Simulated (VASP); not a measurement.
**SrO: single point with PBE**

SrO:

```
Sr O
1.0
     0.00000    2.88465    2.03945
     2.88465    0.00000    2.03945
     2.88465    2.88465    0.00000
Sr O
1 1
Direct
  0.00000 0.00000 0.00000
  0.50000 0.50000 0.50000
```

This cell differs from its parent crystal: ratio of the length along z to the lengths across it x 0.707, volume and fractional coordinates fixed.

```json
{
  "Program": "VASP 6.6.1",
  "Task": "single point",
  "Functional": "PBE",
  "Potentials or basis": "VASP PAW PBE potentials, release 64 (Sr_sv, O)",
  "Cutoff": "520 eV",
  "k mesh": "8 × 8 × 8",
  "Occupations": "gaussian, width 0.05 eV",
  "Spin": "no spin polarisation",
  "Dipole correction": "no",
  "Further INCAR settings": "ALGO = Normal; EDIFF = 1e-06; NBANDS = 15"
}
```

```json
{
 "Pressure": "38.2 GPa",
 "Band gap on the k mesh": "zero (band 8 reaches 4.13 eV, above the bottom of band 9 at 4.05 eV)"
}
```

Stress tensor (GPa, compression positive):
```
 -2.16   0.00   0.00
  0.00  -2.16   0.00
  0.00   0.00 118.99
```

Levels at points of the mesh, in eV from the Fermi level:
```
           k point  band 6  band 7  band 8  band 9  band 10  band 11
(0.00, 0.00, 0.00)   -2.95   -2.95   -0.13   -0.12     3.83     3.85
(0.50, 0.00, 0.00)   -4.77   -4.19   -4.16    3.88     5.39     6.40
(0.50, 0.50, 0.00)   -2.96   -2.96   -0.04    0.07     6.98     8.32
(0.50, 0.00, 0.50)   -3.32   -3.05   -0.06    2.08     3.71     6.38
```

Wall time 22 s on 1 thread of Intel(R) Xeon(R) Platinum 8488C (Sapphire Rapids), on a shared host, peak memory 0.17 GiB.
